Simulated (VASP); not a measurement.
# BN (R3m) in VASP: settings compared

Aim: see how the results for BN move with the level of theory and the settings. Levels: PBE, LDA. Tasks: single point.

All numbers are computed with VASP 6.6.1; they aren't measurements. Logs are shortened: lines on timing, memory, paths and dates and some standing lists are left out, and cuts for length are marked.

**1. The cell of the first run**

It takes space group R3m (No. 160, trigonal). The conventional cell has a = 2.502 Å, b = 2.502 Å, c = 10.119 Å, α = 90.00°, β = 90.00°, γ = 120.00°. N (site symmetry 3m) has 3 B at 1.44 Å within 1.9 Å. B (site symmetry 3m) has 3 N at 1.44 Å within 1.9 Å.

**2. Single point, PBE**

Contents of INCAR:

```
  PREC = Accurate
  ENCUT = 520
  EDIFF = 1E-7
  ISMEAR = -1
  SIGMA = 0.05
  LREAL = False
  LASPH = True
  NELM = 80
  ALGO = Normal
  ISIF = 2
  LWAVE = False
  LCHARG = False
  GGA = PE
  NBANDS = 11
```

Contents of KPOINTS:

```
Automatic mesh
0
Gamma
  8 8 8
```

Contents of POSCAR:

```
BN
1.0
    1.2511217832      0.7223354983      3.3729344033
   -1.2511217832      0.7223354983      3.3729344033
    0.0000000000     -1.4446709966      3.3729344033
N B
1 1
Direct
    0.6672382000      0.6672382000      0.6672382000
    0.0003288000      0.0003288000      0.0003288000
```

Potentials or basis: VASP PAW PBE potentials, release 64 (N, B).

On the command line:

```sh
> cat potpaw_PBE.64/N/POTCAR potpaw_PBE.64/B/POTCAR > POTCAR
> mpirun -np 1 vasp_std > vasp.out
```

OUTCAR:

```text
PREC = Accurate
   ENCUT = 520
   EDIFF = 1E-7
   ISMEAR = -1
   LREAL = False
   LASPH = True
   NELM = 80
   ISIF = 2
   GGA = PE

 ion  position               nearest neighbor table
   1  0.667  0.667  0.667-   2 1.44   2 1.44   2 1.44
   2  0.000  0.000  0.000-   1 1.44   1 1.44   1 1.44

  LATTYP: Found a trigonal (rhomboedric) cell.
 ALAT       =     3.6692997666
 COS(alpha) =     0.7674786797

  Lattice vectors:

 A1 = (   1.2511217832,   0.7223354983,   3.3729344033)
 A2 = (  -1.2511217832,   0.7223354983,   3.3729344033)
 A3 = (   0.0000000000,  -1.4446709966,   3.3729344033)

Analysis of symmetry for initial positions (statically):
=====================================================================
 Subroutine PRICEL returns:
 Original cell was already a primitive cell.

 Routine SETGRP: Setting up the symmetry group for a
 trigonal (rhombohedral) supercell.

 Subroutine GETGRP returns: Found  6 space group operations
 (whereof  6 operations were pure point group operations)
 out of a pool of 12 trial point group operations.

The static configuration has the point symmetry C_3v.

Analysis of symmetry for dynamics (positions and initial velocities):
=====================================================================
 Subroutine PRICEL returns:
 Original cell was already a primitive cell.

 Routine SETGRP: Setting up the symmetry group for a
 trigonal (rhombohedral) supercell.

 Subroutine GETGRP returns: Found  6 space group operations
 (whereof  6 operations were pure point group operations)
 out of a pool of 12 trial point group operations.

The dynamic configuration has the point symmetry C_3v.

 Subroutine INISYM returns: Found  6 space group operations
 (whereof  6 operations are pure point group operations),
 and found     1 'primitive' translations

----------------------------------------------------------------------------------------

                                     Primitive cell

  volume of cell :      18.2893

  direct lattice vectors                    reciprocal lattice vectors
     1.251121783  0.722335498  3.372934403     0.399641351  0.230733042  0.098825916
    -1.251121783  0.722335498  3.372934403    -0.399641351  0.230733042  0.098825916
     0.000000000 -1.444670997  3.372934403     0.000000000 -0.461466083  0.098825916

  length of vectors
     3.669299767  3.669299767  3.669299767     0.471929558  0.471929558  0.471929558

  position of ions in fractional coordinates (direct lattice)
     0.667238200  0.667238200  0.667238200
     0.000328800  0.000328800  0.000328800

  ion indices of the primitive-cell ions
   primitive index   ion index
                 1           1
                 2           2

----------------------------------------------------------------------------------------

 KPOINTS: Automatic mesh

Automatic generation of k-mesh.
 Grid dimensions read from file:
 generate k-points for:    8    8    8

 Generating k-lattice:

  Cartesian coordinates                     Fractional coordinates (reciprocal lattice)
     0.049955169  0.028841630  0.012353240     0.125000000 -0.000000000  0.000000000
    -0.049955169  0.028841630  0.012353240    -0.000000000  0.125000000  0.000000000
     0.000000000 -0.057683260  0.012353240     0.000000000  0.000000000  0.125000000

  Length of vectors
     0.058991195  0.058991195  0.058991195

  Shift w.r.t. Gamma in fractional coordinates (k-lattice)
     0.000000000  0.000000000  0.000000000

 Subroutine IBZKPT returns following result:
 ===========================================

 Found     65 irreducible k-points:

 Following reciprocal coordinates:
            Coordinates               Weight
  0.000000  0.000000  0.000000      1.000000
  0.125000 -0.000000 -0.000000      6.000000
  0.250000 -0.000000 -0.000000      6.000000
  0.375000 -0.000000 -0.000000      6.000000
  0.500000 -0.000000 -0.000000      3.000000
  0.125000  0.125000 -0.000000      6.000000
[... 16 lines left out ...]
  0.250000  0.125000  0.125000      6.000000
  0.375000  0.125000  0.125000      6.000000
 [... further k-points ...]
   k-points           NKPTS =     65   k-points in BZ     NKDIM =     65   number of bands    NBANDS=     11
   number of dos      NEDOS =    301   number of ions     NIONS =      2
   total plane-waves  NPLWV =  21952
   dimension x,y,z NGX =    28 NGY =   28 NGZ =   28
   dimension x,y,z NGXF=    56 NGYF=   56 NGZF=   56
   ions per type =               1   1
   NGX,Y,Z   is equivalent  to a cutoff of  12.69, 12.69, 12.69 a.u.
   NGXF,Y,Z  is equivalent  to a cutoff of  25.37, 25.37, 25.37 a.u.
 SYSTEM =  unknown system
   PREC   = accura    normal or accurate (medium, high low for compatibility)
   ISTART =      0    job   : 0-new  1-cont  2-samecut
   ICHARG =      2    charge: 1-file 2-atom 10-const
   ISPIN  =      1    spin polarized calculation?
   LNONCOLLINEAR =      F non collinear calculations
   LSORBIT =      F    spin-orbit coupling
   LASPH  =      T    aspherical Exc in radial PAW
   ENCUT  =  520.0 eV  38.22 Ry    6.18 a.u.   6.82  6.82  6.82*2*pi/ulx,y,z
   NELM   =     80;   NELMIN=  2; NELMDL= -5     # of ELM steps
   EDIFF  = 0.1E-06   stopping-criterion for ELM
   LREAL  =      F    real-space projection
   EDIFFG = 0.1E-05   stopping-criterion for IOM
   NSW    =      0    number of steps for IOM
   IBRION =     -1    ionic relax: 0-MD 1-quasi-New 2-CG
   NFREE  =      0    steps in history (QN), initial steepest desc. (CG)
   ISIF   =      2    stress and relaxation
   ISYM   =      2    0-nonsym 1-usesym 2-fastsym
   POTIM  = 0.5000    time-step for ionic-motion
   TEBEG  =    0.0;   TEEND  =   0.0 temperature during run
   PSTRESS=    0.0 pullay stress
   NELECT =       8.0000    total number of electrons
   NUPDOWN=      -1.0000    fix difference up-down
   EMIN   =  10.00;   EMAX   =-10.00  energy-range for DOS
   EFERMI =   0.00;   METHOD = LEGACY
   ISMEAR =    -1;   SIGMA  =   0.05  broadening in eV -4-tet -1-fermi 0-gaus
   EFERMI_NEDOS =   21; number of points for ismear=-14 and -15
   IALGO  =     38    algorithm
   IMIX   =      4    mixing-type and parameters
     AMIX     =   0.40;   BMIX     =  1.00
     AMIX_MAG =   1.60;   BMIX_MAG =  1.00
  volume/ion in A,a.u.               =       9.14        61.71
  Fermi-wavevector in a.u.,A,eV,Ry     =   1.242717  2.348395 21.012099  1.544346
  Thomas-Fermi vector in A             =   2.377059
   LORBIT       =      0    0 simple, 1 ext, 2 COOP (PROOUT), +10 PAW based schemes
   GGA     = PE    functional components
   LHFCALC =     F    Hartree Fock is set to
   AEXX    =    0.0000 exact exchange contribution
   IVDW    =     0    specifies the selected vdW correction
   LEPSILON=     F    determine dielectric tensor
   LRPA    =     F    only Hartree local field effects (RPA)
 non-spin polarized calculation
  energy-cutoff  :      520.00
  volume of cell :       18.29
 maximum number of plane-waves:       517
   NGX = 13   NGY = 13   NGZ = 13

 number of electron       8.0000000 magnetization

 Free energy of the ion-electron system (eV)
  ---------------------------------------------------
  ext. energy  EPLUGINS =         0.00000000
  ---------------------------------------------------
  free energy    TOTEN  =       -17.58089319 eV

  energy without entropy =      -17.58089319  energy(sigma->0) =      -17.58089319

 E-fermi :   3.1880     XC(G=0):  -9.9780

 val. band max:        2.1245510308   @ k =  -0.1250   0.5000   0.1250
 cond. band min:       6.4159518114   @ k =   0.5000   0.5000  -0.0000
 fundamental gap:      4.2914007806
 Fermi energy:         3.1880287405

 k-point     1 :       0.0000    0.0000    0.0000
  band No.  band energies     occupation
      1     -15.6426      2.00000
      2      -2.0452      2.00000
      3       0.8471      2.00000
      4       0.8471      2.00000
      5       7.3037      0.00000
      6      13.8150      0.00000
      7      13.8150      0.00000
      8      15.2775      0.00000
      9      16.8770      0.00000
     10      28.0521      0.00000
     11      30.0612      0.00000

 k-point     2 :       0.1250   -0.0000   -0.0000
  band No.  band energies     occupation
      1     -15.3341      2.00000
      2      -1.7119      2.00000
      3      -0.3563      2.00000
      4       0.3061      2.00000
      5       7.9106      0.00000
      6      13.6761      0.00000
      7      14.2567      0.00000
      8      15.1070      0.00000
      9      17.7835      0.00000
     10      26.7141      0.00000
     11      28.5893      0.00000

 k-point     3 :       0.2500   -0.0000   -0.0000
  band No.  band energies     occupation
      1     -14.4533      2.00000
      2      -2.9486      2.00000
      3      -0.7618      2.00000
      4      -0.7398      2.00000
      5       9.3350      0.00000
      6      11.8548      0.00000
      7      13.5397      0.00000
      8      18.3033      0.00000
      9      19.4579      0.00000
     10      23.1818      0.00000
     11      26.0242      0.00000

 k-point     4 :       0.3750   -0.0000   -0.0000
  band No.  band energies     occupation
      1     -13.2152      2.00000
      2      -5.5369      2.00000
      3      -1.6213      2.00000
      4       0.6503      2.00000
      5       8.7618      0.00000
      6      11.4774      0.00000
      7      13.9049      0.00000
      8      18.9584      0.00000
      9      22.0842      0.00000
     10      22.3071      0.00000
     11      24.4497      0.00000
[... 239 lines left out ...]
 k-point    22 :       0.1250    0.1250    0.1250
  band No.  band energies     occupation
      1     -15.6064      2.00000
      2      -2.3953      2.00000
      3       0.8446      2.00000
      4       0.8446      2.00000
      5       7.9694      0.00000
      6      13.8050      0.00000
      7      13.8050      0.00000
      8      15.2076      0.00000
      9      16.9930      0.00000
     10      27.9131      0.00000
     11      29.5208      0.00000

 k-point    23 :       0.2500    0.1250    0.1250
  band No.  band energies     occupation
      1     -15.2784      2.00000
      2      -2.2375      2.00000
      3      -0.3591      2.00000
      4       0.3091      2.00000
      5       8.9001      0.00000
      6      13.6666      0.00000
      7      14.3838      0.00000
      8      15.0922      0.00000
      9      17.7652      0.00000
     10      27.1431      0.00000
     11      28.2749      0.00000

 k-point    24 :       0.3750    0.1250    0.1250
  band No.  band energies     occupation
      1     -14.3887      2.00000
      2      -2.9745      2.00000
      3      -1.3147      2.00000
      4      -0.7600      2.00000
      5      10.0844      0.00000
      6      12.4763      0.00000
      7      13.7703      0.00000
      8      18.2890      0.00000
      9      19.1117      0.00000
     10      24.0097      0.00000
     11      25.9110      0.00000

 [... further k-points ...]
[... 5 lines left out ...]
  --------------------------------------------------------------------------------------
  -------------------------------------------------------------------------------------
  Total        0.4943377      0.4943377      0.2535098      0.0000000      0.0000000      0.0000000
  in kB       43.3048628     43.3048628     22.2079113      0.0000000      0.0000000      0.0000000
  external PRESSURE =      36.2725456 kB  Pullay stress =       0.0000000 kB

 VOLUME and BASIS-vectors are now :
 -----------------------------------------------------------------------------
  energy-cutoff  :      520.00
  volume of cell :       18.29
      direct lattice vectors                 reciprocal lattice vectors
     1.251121783  0.722335498  3.372934403     0.399641351  0.230733042  0.098825916
    -1.251121783  0.722335498  3.372934403    -0.399641351  0.230733042  0.098825916
     0.000000000 -1.444670997  3.372934403     0.000000000 -0.461466083  0.098825916

 POSITION                                       TOTAL-FORCE (eV/Angst)
 -----------------------------------------------------------------------------------
      0.00000      0.00000      6.75165         0.000000      0.000000     -0.002909
      0.00000      0.00000      0.00333         0.000000      0.000000      0.002909
 -----------------------------------------------------------------------------------
    total drift:                               -0.000000      0.000000      0.000076

  FREE ENERGIE OF THE ION-ELECTRON SYSTEM (eV)
  ---------------------------------------------------
  free  energy   TOTEN  =       -17.5808931886 eV

  energy  without entropy=      -17.5808931886  energy(sigma->0) =      -17.58089319
```

Wall time 12 s (1 thread of AMD EPYC 9R45 (Zen 5), shared host); peak memory 0.12 GiB.

What came out:

| Item | Value |
| --- | --- |
| Free energy | -17.5809 eV |
| Pressure | 3.6 GPa |
| Band gap on the k mesh | 4.29 eV, indirect (least direct gap 4.95 eV) |

Forces on the atoms (eV/Å):
```
N    0.000  0.000 -0.003
B    0.000  0.000  0.003
```

Stress tensor (GPa, compression positive):
```
4.33 0.00 0.00
0.00 4.33 0.00
0.00 0.00 2.22
```

Levels at points of the mesh, in eV from the valence-band top:
| k point | band 2 | band 3 | band 4 | band 5 | band 6 | band 7 |
| --- | --- | --- | --- | --- | --- | --- |
| (0.00, 0.00, 0.00) | -4.17 | -1.28 | -1.28 | 5.18 | 11.69 | 11.69 |
| (0.50, 0.00, 0.00) | -8.92 | -4.06 | -0.59 | 5.30 | 9.93 | 13.10 |
| (0.50, 0.50, 0.00) | -8.80 | -4.12 | -1.16 | 4.29 | 9.92 | 14.27 |
| (0.50, 0.50, 0.50) | -6.12 | -1.29 | -1.29 | 10.12 | 11.62 | 11.62 |

A k mesh can miss the band edges. Expect the measured gap to be larger: semilocal functionals such as PBE lack the derivative discontinuity.

**3. Single point, LDA**

Contents of INCAR:

```
ALGO = Normal
EDIFF = 1E-6
ENCUT = 520
ISIF = 2
ISMEAR = -1
LASPH = True
LCHARG = False
LREAL = False
LWAVE = False
NBANDS = 11
NELM = 80
PREC = Accurate
SIGMA = 0.05
```

Contents of KPOINTS:

```
k-points
0
Gamma
  12 12 12
```

POSCAR is that of step 2.

Potentials or basis: VASP PAW LDA potentials, release 64 (N, B).

On the command line:

```sh
> cat potpaw_LDA.64/N/POTCAR potpaw_LDA.64/B/POTCAR > POTCAR
> mpirun -np 1 vasp_std > vasp.out
```

Run time: 22 s. Hardware: 1 thread of Intel Xeon 6975P-C (Granite Rapids), shared host; peak memory 0.15 GiB.

It converged, with:

```
Free energy            : -19.2864 eV
Pressure               : -3.8 GPa
Band gap on the k mesh : 4.09 eV, indirect (least direct gap 4.55 eV)
```

Forces on the atoms (eV/Å):
```
N    0.000  0.000 -0.002
B    0.000  0.000  0.002
```

Stress tensor (GPa, compression positive):
```
-5.17  0.00  0.00
 0.00 -5.17  0.00
 0.00  0.00 -1.12
```

Levels at points of the mesh, in eV from the valence-band top:
| k point | band 1 | band 2 | band 3 | band 4 | band 5 | band 6 | band 7 | band 8 | band 9 |
| --- | --- | --- | --- | --- | --- | --- | --- | --- | --- |
| (0.00, 0.00, 0.00) | -17.56 | -4.20 | -1.30 | -1.30 | 4.84 | 11.56 | 11.56 | 12.97 | 14.81 |
| (0.50, 0.00, 0.00) | -14.34 | -8.89 | -4.08 | -0.60 | 5.14 | 9.89 | 12.70 | 14.67 | 19.64 |
| (0.50, 0.50, 0.00) | -14.27 | -8.76 | -4.14 | -1.20 | 4.09 | 9.90 | 13.88 | 17.18 | 20.04 |
| (0.50, 0.50, 0.50) | -17.29 | -6.24 | -1.31 | -1.31 | 9.83 | 11.49 | 11.49 | 12.34 | 16.01 |

A k mesh can miss the band edges. Expect the measured gap to be larger: semilocal functionals such as LDA lack the derivative discontinuity.

(Part 1 of 2 ends here.)
